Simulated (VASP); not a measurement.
A run of VASP 6.6.1:

Contents of INCAR:

```
PREC = Accurate
ENCUT = 500
EDIFF = 1E-6
ISMEAR = 0
SIGMA = 0.2
LREAL = False
LASPH = True
NELM = 120
ALGO = Normal
ISIF = 2
LWAVE = False
LCHARG = True
GGA = PE
LELF = True
LVHAR = True
NBANDS = 15
GGA_COMPAT = False
```

KPOINTS

```
regular mesh
0
Gamma
  4 7 7
```

Contents of POSCAR:

```
TaAs
1.0
    3.2442201372      0.0000000000      0.0000000000
    0.0000000000      2.2655329059      2.2659319371
    0.0000000000     -2.2655329059      2.2659319371
Ta As
1 1
Direct
    0.5000000000      0.0142532192      0.0142532192
    0.0000000000      0.5142662308      0.5142662308
```

Potentials or basis: VASP PAW PBE potentials, release 64 (Ta_pv, As).

Command:

```bash
$ cat potpaw_PBE.64/Ta_pv/POTCAR potpaw_PBE.64/As/POTCAR > POTCAR
$ mpirun -np 1 vasp_std > vasp.out
```

Hardware: 1 thread of Intel Xeon 6975P-C, with other jobs on the host.

Question: How long does it take, and how much memory?

Answer: Run time: 13 s on 1 thread of Intel Xeon 6975P-C, on a shared host, peak memory 0.15 GiB. Counts: scf iterations 13, k points 48.
